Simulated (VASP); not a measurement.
Input of a VASP 6.6.1 run:

INCAR

```
  PREC = Accurate
  ENCUT = 520
  EDIFF = 1E-7
  ISMEAR = -1
  SIGMA = 0.1
  LREAL = F
  LASPH = T
  NELM = 80
  ALGO = Normal
  ISIF = 2
  LWAVE = F
  LCHARG = F
  GGA = PE
  NBANDS = 14
```

KPOINTS

```
regular mesh
0
Gamma
  10 10 10
```

Contents of POSCAR:

```
I
1.0
    0.0000000000      3.7162712195      3.7162712195
    3.7162712195      0.0000000000      3.7162712195
    3.7162712195      3.7162712195      0.0000000000
I
2
Direct
   -0.1250000000     -0.1250000000     -0.1250000000
    0.1250000000      0.1250000000      0.1250000000
```

Potentials or basis: VASP PAW PBE potentials, release 64 (I).

Command:

```console
$ cat potpaw_PBE.64/I/POTCAR > POTCAR
$ mpirun -np 1 vasp_std > vasp.out
```

What does it give for the band gap on the k mesh?

Zero (band 7 reaches 2.27 eV, above the bottom of band 8 at 0.63 eV).

What does it give for the pressure?

2.8 GPa.

Caveat: spin-orbit coupling is left out, which moves the levels of the heavy elements.
